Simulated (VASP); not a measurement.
B48N47 (a cell with a defect), 95 atoms in the cell. The cell holds a defect, 95 atoms: a = 7.623 Å, b = 8.802 Å, c = 8.407 Å, α = 90.00°, β = 90.00°, γ = 90.00°. 

```yaml
Program: VASP 6.6.1
Task: single point
Functional: PBEsol
Potentials_or_basis: VASP PAW PBE potentials, release 64 (B, N)
Cutoff: 520 eV
k_mesh: 1 × 1 × 1, shifted
Occupations: fermi-dirac, width 0.05 eV
Spin: no spin polarisation
Dipole_correction: no
Charge: 1
Further_INCAR_settings: LREAL = Auto; ALGO = Normal; EDIFF = 1e-06; NBANDS = 242; ISYM = -1; NELECT = 378.0
```

Potentials or basis: VASP PAW PBE potentials, release 64 (B, N).

Launch:

```console
$ cat potpaw_PBE.64/B/POTCAR potpaw_PBE.64/N/POTCAR > POTCAR
$ mpirun -np 1 vasp_std > vasp.out
```

Hardware: 1 thread of Intel(R) Xeon(R) Platinum 8375C CPU @ 2.90GHz (Ice Lake) (shared host).

Problem. How long does it take, and how much memory?

Solution. Wall time 8.3 min on 1 thread of Intel(R) Xeon(R) Platinum 8375C CPU @ 2.90GHz (Ice Lake), on a shared host, peak memory 0.6 GiB. Counts: scf iterations 15, k points 1.
